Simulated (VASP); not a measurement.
# Rh (Fm-3m) in VASP: notebook, part 2 of 2

VASP 6.6.1.

**3. Single point, LDA**

INCAR

```
PREC = Accurate ; ENCUT = 520
EDIFF = 1E-7 ; ISMEAR = -1
SIGMA = 0.05 ; LREAL = F
LASPH = T ; NELM = 100
ALGO = Normal ; ISIF = 2
LWAVE = F ; LCHARG = F
NBANDS = 14
```

KPOINTS

```
regular mesh
0
Gamma
  9 9 9
```

POSCAR

```
Rh
1.0
    0.0000000000      1.9029860865      1.9029860865
    1.9029860865      0.0000000000      1.9029860865
    1.9029860865      1.9029860865      0.0000000000
Rh
1
Direct
    0.0000000000      0.0000000000      0.0000000000
```

Potentials or basis: VASP PAW LDA potentials, release 64 (Rh_pv).

The run is started by

```
$ cat potpaw_LDA.64/Rh_pv/POTCAR > POTCAR
$ mpirun -np 1 vasp_std > vasp.out
```

OUTCAR:

```text
PREC = Accurate
   ENCUT = 520
   EDIFF = 1E-7
   ISMEAR = -1
   LREAL = F
   LASPH = T
   NELM = 100
   ISIF = 2

 ion  position               nearest neighbor table
   1  0.000  0.000  0.000-

  LATTYP: Found a face centered cubic cell.
 ALAT       =     3.8059721730

  Lattice vectors:

 A1 = (   0.0000000000,   1.9029860865,   1.9029860865)
 A2 = (   1.9029860865,   0.0000000000,   1.9029860865)
 A3 = (   1.9029860865,   1.9029860865,   0.0000000000)

Analysis of symmetry for initial positions (statically):
=====================================================================
 Subroutine PRICEL returns:
 Original cell was already a primitive cell.

 Routine SETGRP: Setting up the symmetry group for a
 face centered cubic supercell.

 Subroutine GETGRP returns: Found 48 space group operations
 (whereof 48 operations were pure point group operations)
 out of a pool of 48 trial point group operations.

The static configuration has the point symmetry O_h .

Analysis of symmetry for dynamics (positions and initial velocities):
=====================================================================
 Subroutine PRICEL returns:
 Original cell was already a primitive cell.

 Routine SETGRP: Setting up the symmetry group for a
 face centered cubic supercell.

 Subroutine GETGRP returns: Found 48 space group operations
 (whereof 48 operations were pure point group operations)
 out of a pool of 48 trial point group operations.

The dynamic configuration has the point symmetry O_h .

 Subroutine INISYM returns: Found 48 space group operations
 (whereof 48 operations are pure point group operations),
 and found     1 'primitive' translations

----------------------------------------------------------------------------------------

                                     Primitive cell

  volume of cell :      13.7828

  direct lattice vectors                    reciprocal lattice vectors
[... 107 lines left out ...]
  Fermi-wavevector in a.u.,A,eV,Ry     =   1.683939  3.182183 38.581359  2.835650
  Thomas-Fermi vector in A             =   2.767050
   LORBIT       =      0    0 simple, 1 ext, 2 COOP (PROOUT), +10 PAW based schemes
   GGA     = CA    functional components
   LHFCALC =     F    Hartree Fock is set to
   AEXX    =    0.0000 exact exchange contribution
   IVDW    =     0    specifies the selected vdW correction
   LEPSILON=     F    determine dielectric tensor
   LRPA    =     F    only Hartree local field effects (RPA)
 non-spin polarized calculation
  energy-cutoff  :      520.00
  volume of cell :       13.78
 maximum number of plane-waves:       380
   NGX =  9   NGY =  9   NGZ =  9

 number of electron      15.0000007 magnetization

 Free energy of the ion-electron system (eV)
  ---------------------------------------------------
  ext. energy  EPLUGINS =         0.00000000
  ---------------------------------------------------
  free energy    TOTEN  =        -8.66428731 eV

  energy without entropy =       -8.65531571  energy(sigma->0) =       -8.65980151

 E-fermi :  11.5911     XC(G=0): -14.3377

 val. band max:       11.5906711142   @ k =  -0.3333   0.3333   0.0000
 cond. band min:      11.6236615722   @ k =  -0.4444   0.4444   0.1111
 fundamental gap:      0.0329904580
 Fermi energy:        11.5911448381

 k-point     1 :       0.0000    0.0000    0.0000
  band No.  band energies     occupation
      1     -34.5130      2.00000
      2     -34.5130      2.00000
      3     -34.5130      2.00000
      4       3.6524      2.00000
      5       8.5614      2.00000
      6       8.5614      2.00000
      7       8.5614      2.00000
      8      10.6653      2.00000
      9      10.6653      2.00000
     10      27.6267      0.00000
     11      31.9826      0.00000
     12      33.0010      0.00000
     13      33.0010      0.00000
     14      33.0010      0.00000
[... 377 lines left out ...]
      1     -35.1889      2.00000
      2     -34.7762      2.00000
      3     -34.7762      2.00000
      4       5.4226      2.00000
      5       5.7671      2.00000
      6      12.1543      0.00003
      7      12.4473      0.00000
      8      12.4473      0.00000
      9      14.2097      0.00000
     10      24.6545      0.00000
     11      25.2251      0.00000
     12      25.2251      0.00000
     13      31.9743      0.00000
     14      34.4667      0.00000

 [... further k-points ...]
[... 5 lines left out ...]
  --------------------------------------------------------------------------------------
  -------------------------------------------------------------------------------------
  Total       -0.9441750     -0.9441750     -0.9441750      0.0000000     -0.0000000     -0.0000000
  in kB     -109.7554824   -109.7554824   -109.7554824      0.0000000     -0.0000000     -0.0000000
  external PRESSURE =    -109.7554824 kB  Pullay stress =       0.0000000 kB

 VOLUME and BASIS-vectors are now :
 -----------------------------------------------------------------------------
  energy-cutoff  :      520.00
  volume of cell :       13.78
      direct lattice vectors                 reciprocal lattice vectors
     0.000000000  1.902986086  1.902986086    -0.262744958  0.262744958  0.262744958
     1.902986086  0.000000000  1.902986086     0.262744958 -0.262744958  0.262744958
     1.902986086  1.902986086  0.000000000     0.262744958  0.262744958 -0.262744958

 POSITION                                       TOTAL-FORCE (eV/Angst)
 -----------------------------------------------------------------------------------
      0.00000      0.00000      0.00000        -0.000000      0.000000     -0.000000
 -----------------------------------------------------------------------------------
    total drift:                                0.000000     -0.000000      0.000000

  FREE ENERGIE OF THE ION-ELECTRON SYSTEM (eV)
  ---------------------------------------------------
  free  energy   TOTEN  =        -8.6642873146 eV

  energy  without entropy=       -8.6553157073  energy(sigma->0) =       -8.65980151
```

OSZICAR:

```text
N       E                     dE             d eps       ncg     rms          rms(c)
DAV:   1     0.117833194055E+03    0.11783E+03   -0.86751E+03   980   0.115E+03
DAV:   2    -0.771247370921E+01   -0.12555E+03   -0.11973E+03  1070   0.341E+02
DAV:   3    -0.925231971961E+01   -0.15398E+01   -0.15376E+01  1202   0.415E+01
DAV:   4    -0.925785055550E+01   -0.55308E-02   -0.55307E-02  1082   0.255E+00
DAV:   5    -0.925789806219E+01   -0.47507E-04   -0.47506E-04  1166   0.209E-01    0.105E+01
DAV:   6    -0.868842614529E+01    0.56947E+00   -0.92945E-01  1016   0.135E+01    0.339E+00
DAV:   7    -0.866961026474E+01    0.18816E-01   -0.13187E-02  1124   0.139E+00    0.167E+00
DAV:   8    -0.866440018054E+01    0.52101E-02   -0.37346E-03  1046   0.851E-01    0.170E-01
DAV:   9    -0.866428147717E+01    0.11870E-03   -0.10208E-04  1076   0.140E-01    0.334E-02
DAV:  10    -0.866428735119E+01   -0.58740E-05   -0.22248E-06  1100   0.168E-02    0.186E-03
DAV:  11    -0.866428731463E+01    0.36559E-07   -0.11560E-07   750   0.473E-03
   1 F= -.86642873E+01 E0= -.86598015E+01  d E =-.897161E-02
```

Wall time 7.1 s (1 thread of Intel Xeon 8259CL, shared host); peak memory 0.12 GiB.

What came out:

```yaml
Free_energy: -8.6643 eV
Pressure: -11.0 GPa
```

Levels at points of the mesh, in eV from the Fermi level:
```
           k point  band 5  band 6  band 7  band 8  band 9  band 10  band 11  band 12
(0.00, 0.00, 0.00)   -3.03   -3.03   -3.03   -0.93   -0.93    16.04    20.39    21.41
```

**4. Single point, LDA**

INCAR

```
PREC = Accurate ; ENCUT = 520
EDIFF = 1E-7 ; ISMEAR = -1
SIGMA = 0.05 ; LREAL = False
LASPH = True ; NELM = 100
ALGO = Normal ; ISIF = 2
LWAVE = False ; LCHARG = False
GGA = CA ; NBANDS = 14
```

KPOINTS

```
Automatic mesh
0
Gamma
  14 14 14
```

POSCAR is that of step 3.

The run is started by

```
$ cat potpaw_LDA.64/Rh_pv/POTCAR > POTCAR
$ mpirun -np 1 vasp_std > vasp.out
```

Run time: 18 s. Hardware: 1 thread of Intel Xeon 8259CL, shared host; peak memory 0.13 GiB.

Results (log left out):

```yaml
Free_energy: -8.6702 eV
Pressure: -11.0 GPa
```

Levels at points of the mesh, in eV from the Fermi level:
```tsv
k point	band 3	band 4	band 5	band 6	band 7	band 8	band 9	band 10	band 11	band 12
(0.00, 0.00, 0.00)	-46.13	-7.99	-3.07	-3.07	-3.07	-0.96	-0.96	15.97	20.39	21.36
(0.50, 0.00, 0.00)	-46.24	-6.13	-3.14	-3.14	0.60	0.60	0.71	8.58	15.48	20.39
(0.50, 0.50, 0.00)	-46.41	-6.30	-5.94	0.59	1.01	1.01	3.22	12.23	13.21	13.21
```

**5. Single point, LDA**

INCAR

```
SYSTEM = Rh
ALGO = Normal ; EDIFF = 1E-6
ENCUT = 520 ; ISIF = 2
ISMEAR = -1 ; LASPH = .TRUE.
LCHARG = .TRUE. ; LELF = .TRUE.
LREAL = .FALSE. ; LVHAR = .TRUE.
LWAVE = .FALSE. ; NBANDS = 14
NELM = 80 ; PREC = Accurate
SIGMA = 0.05
```

KPOINTS

```
k-points
0
G
  25 25 25
  0 0 0
```

POSCAR is that of step 4.

The run is started by

```
$ cat potpaw_LDA.64/Rh_pv/POTCAR > POTCAR
$ mpirun -np 1 vasp_std > vasp.out
```

Run time: 91 s. Hardware: 1 thread of Intel Xeon 8259CL, shared host; peak memory 0.18 GiB.

Results (log left out):

```yaml
Free_energy: -8.6706 eV
Pressure: -11.0 GPa
```

Levels at points of the mesh, in eV from the Fermi level:
```tsv
k point	band 3	band 4	band 5	band 6	band 7	band 8	band 9	band 10	band 11	band 12
(0.00, 0.00, 0.00)	-46.16	-8.01	-3.10	-3.10	-3.10	-0.98	-0.98	15.95	20.35	21.34
```

**6. Summary**

| k mesh | gap on the mesh (eV) | pressure (GPa) |
| --- | --- | --- |
| 9 × 9 × 9 | none | -11.0 |
| 14 × 14 × 14 | none | -11.0 |
| 25 × 25 × 25 | none | -11.0 |

Alike in all rows: task single point; level LDA; potentials or basis VASP PAW LDA potentials, release 64 (Rh_pv); no spin polarisation; cell as given; cutoff (eV) 520; smearing fermi-dirac 0.05 eV.

Every run on the cell as given and a fine mesh finds a metal.

Absolute energies hang on the potentials; compare differences alone.
